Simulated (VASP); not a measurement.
Crystal: BN.

```xyz
2
Lattice="1.2511 0.7223 3.3729 -1.2511 0.7223 3.3729 0.0000 -1.4447 3.3729" Properties=species:S:1:pos:R:3 pbc="T T T"
B     0.0000    0.0000   10.1155
N     0.0000    0.0000    3.3672
```

| Quantity | Value |
| --- | --- |
| Program | VASP 6.6.1 |
| Task | relaxation of cell and atoms |
| Functional | PBEsol |
| Dispersion | D3(BJ) |
| Potentials or basis | VASP PAW PBE potentials, release 64 (B, N) |
| Cutoff | 600 eV |
| k mesh | 15 × 15 × 15 |
| Occupations | gaussian, width 0.02 eV |
| Spin | no spin polarisation |

At the start: pressure -0.9 GPa; volume 9.14 Å³/atom.

Problem. How do energy, volume and symmetry change on relaxing?

Solution. Over 13 steps the energy falls by 3.4 meV/atom and the volume is 8.56 Å³/atom (-6.4 %); space group R3m (No. 160, to 0.1 Å) before and after.

Step by step:
| step | energy change (eV) | largest force (eV/Å) | pressure (GPa) | volume (Å³) |
| --- | --- | --- | --- | --- |
| 1 | 0.0000 | 0.0026 | -0.93 | 18.29 |
| 2 | -0.0007 | 0.0019 | 0.27 | 18.15 |
| 3 | -0.0008 | 0.0039 | 0.79 | 18.09 |
| 4 | -0.0011 | 0.0050 | 0.77 | 18.06 |
| 5 | -0.0019 | 0.0081 | 0.70 | 17.98 |
| 6 | -0.0034 | 0.0146 | 0.51 | 17.82 |
| 7 | -0.0057 | 0.0287 | 0.24 | 17.50 |
| 8 | -0.0060 | 0.0635 | -0.20 | 16.86 |
| 9 | -0.0067 | 0.0453 | -0.02 | 17.17 |
| 10 | -0.0067 | 0.0471 | -0.03 | 17.14 |
| 11 | -0.0068 | 0.0076 | 0.02 | 17.12 |
| 12 | -0.0068 | 0.0008 | 0.02 | 17.11 |
| 13 | -0.0068 | 0.0012 | 0.01 | 17.11 |

Final structure:
```
CELL_PARAMETERS angstrom
1.25032 0.72187 3.16006
-1.25032 0.72187 3.16006
0.00000 -1.44374 3.16006
ATOMIC_POSITIONS crystal
B 0.99981 0.99981 0.99981
N 0.33262 0.33262 0.33262
```

Caveat: the PAW data sets were made with another functional, which shifts forces and pressure a little.
